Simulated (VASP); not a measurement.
SiO2, 12 atoms in the cell. Symmetry: Fddd, No. 70, orthorhombic system. The conventional cell has a = 4.714 Å, b = 9.433 Å, c = 14.731 Å, α = 90.00°, β = 90.00°, γ = 90.00°. Si (site symmetry 2) has 4 O at 1.60 to 1.62 Å within 2.1 Å. O (site symmetry -1) has 2 Si at 1.60 Å within 2.1 Å. Within 2.2 Å of O (site symmetry 2) lie 2 Si at 1.62 Å. 

```yaml
Program: VASP 6.6.1
Task: single point
Functional: PBE
Potentials_or_basis: VASP PAW PBE potentials, release 64 (Si, O)
Cutoff: 520 eV
k_mesh: 6 × 6 × 6
Occupations: fermi-dirac, width 0.02 eV
Spin: no spin polarisation
Dipole_correction: no
Further_INCAR_settings: ALGO = Normal; EDIFF = 1e-06; NBANDS = 44
```

Potentials or basis: VASP PAW PBE potentials, release 64 (Si, O).

The run is started by

```console
$ cat potpaw_PBE.64/Si/POTCAR potpaw_PBE.64/O/POTCAR > POTCAR
$ mpirun -np 1 vasp_std > vasp.out
```

Hardware: 1 thread of Intel(R) Xeon(R) 6975P-C (Granite Rapids), with other jobs on the host.

Problem. Estimate the wall time of this run.

Solution. It took 4 min on 1 thread of Intel(R) Xeon(R) 6975P-C (Granite Rapids), on a shared host, peak memory 0.53 GiB. Counts: scf iterations 15, k points 46.
